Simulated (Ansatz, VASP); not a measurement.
This is a calculation of InP for Ansatz 0.2.0.

input.yaml

```yaml
crystal:
  lattice:
    - [0.0, 2.9879753761, 2.9879753761]
    - [2.9879753761, 0.0, 2.9879753761]
    - [2.9879753761, 2.9879753761, 0.0]
  atoms:
    - { symbol: In, position: [0.0, 0.0, 0.0] }
    - { symbol: P, position: [0.75, 0.75, 0.75] }
hamiltonian:
  xc: r2scan50
  pseudopotentials: { kind: paw }
kpoints:
  mp_grid: { grid: [4, 4, 4] }
scf:
  occupations: { method: fermi_dirac, width: 0.05 }
output:
  forces: true
  stress: true
  eigenvalues: true
```

Potentials or basis: Ansatz PAW.

Command:

```console
$ ansatz run input.yaml --threads 2 --pin off --max-ram 5632MiB --backend cpu --events-out ev --progress --plain --runs-dir out
```

Set up the same calculation for VASP 6.6.1. Potentials there: VASP PAW PBE potentials, release 64 (In_d, P).

As run (the cutoff follows the program's own potentials):

POSCAR

```
InP
1.0
    0.0000000000      2.9879753761      2.9879753761
    2.9879753761      0.0000000000      2.9879753761
    2.9879753761      2.9879753761      0.0000000000
In P
1 1
Direct
    0.0000000000      0.0000000000      0.0000000000
    0.7500000000      0.7500000000      0.7500000000
```

The input INCAR.step1:

```
SYSTEM = InP
PREC = Accurate ; ENCUT = 520
EDIFF = 1E-5 ; ISMEAR = -1
SIGMA = 0.05 ; LREAL = .FALSE.
LASPH = .TRUE. ; NELM = 100
ALGO = Normal ; ISIF = 2
LWAVE = .TRUE. ; GGA = PE
NBANDS = 16
```

The input INCAR.step2:

```
SYSTEM = InP
PREC = Accurate ; ENCUT = 520
EDIFF = 1E-6 ; ISMEAR = -1
SIGMA = 0.05 ; LREAL = .FALSE.
LASPH = .TRUE. ; NELM = 100
ALGO = Normal ; ISIF = 2
LWAVE = .FALSE. ; LCHARG = .TRUE.
METAGGA = R2SCAN ; LHFCALC = .TRUE.
AEXX = 0.5 ; LMIXTAU = .TRUE.
PRECFOCK = Normal ; LELF = .TRUE.
LVHAR = .TRUE. ; ISTART = 1
NBANDS = 16
```

The input KPOINTS:

```
Automatic mesh
0
G
  4 4 4
  0 0 0
```

Potentials or basis: VASP PAW PBE potentials, release 64 (In_d, P).

Launch:

```bash
$ cat potpaw_PBE.64/In_d/POTCAR potpaw_PBE.64/P/POTCAR > POTCAR
$ cp INCAR.step1 INCAR
$ mpirun -np 1 vasp_std > vasp.out
$ cp INCAR.step2 INCAR
$ mpirun -np 1 vasp_std > vasp.out
```

Both were run:

|  | VASP | Ansatz | Ansatz less VASP |
| --- | --- | --- | --- |
| gap on the k mesh at the Fermi level (eV) | 3.49 | 3.40 | -0.095 |
| least direct gap on the mesh (eV) | 3.49 | 3.40 | -0.095 |
| pressure (GPa) | -4.9 | -4.5 | +0.34 |

VASP's potentials were made for PBE, not for r2SCAN50. With one functional, cell and mesh, what is left measures potentials, basis and numerics.

The k mesh is coarse, so the values compare programs but aren't converged.
